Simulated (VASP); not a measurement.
# LiF: single point with LDA

The system is LiF.

```xyz
4
Lattice="3.1117 0.0000 0.0000 -1.5559 2.6948 0.0000 0.0000 0.0000 4.5593" Properties=species:S:1:pos:R:3 pbc="T T T"
Li    0.0000    1.7965    1.7507
Li    1.5559    0.8983    4.0303
F     0.0000    1.7965    4.5183
F     1.5559    0.8983    2.2387
```

* Program: VASP 6.6.1
* Task: single point
* Functional: LDA
* Potentials or basis: VASP PAW LDA potentials, release 64 (Li_sv, F)
* Cutoff: 520 eV
* k mesh: 9 × 9 × 6
* Occupations: gaussian, width 0.05 eV
* Spin: no spin polarisation

| Quantity | Value |
| --- | --- |
| Largest force | 0.223 eV/Å |
| Band gap on the k mesh | 7.59 eV |

Forces on the atoms (eV/Å):
```
Li   0.000  0.000  0.223
Li   0.000  0.000  0.223
F    0.000  0.000 -0.223
F    0.000  0.000 -0.223
```

Levels at points of the mesh, in eV from the valence-band top:
```
           k point  band 8  band 9  band 10  band 11  band 12  band 13
(0.00, 0.00, 0.00)   -0.27   -0.27     0.00     7.59    12.27    15.58
(0.00, 0.00, 0.50)   -0.50   -0.50    -0.50     9.41     9.41    17.99
```

Wall time 9.1 s on 1 thread of Intel(R) Xeon(R) 6975P-C (Granite Rapids), with other jobs on the host, peak memory 0.14 GiB.

Caveat: an odd mesh through Γ misses points on the zone boundary, where band edges can lie.
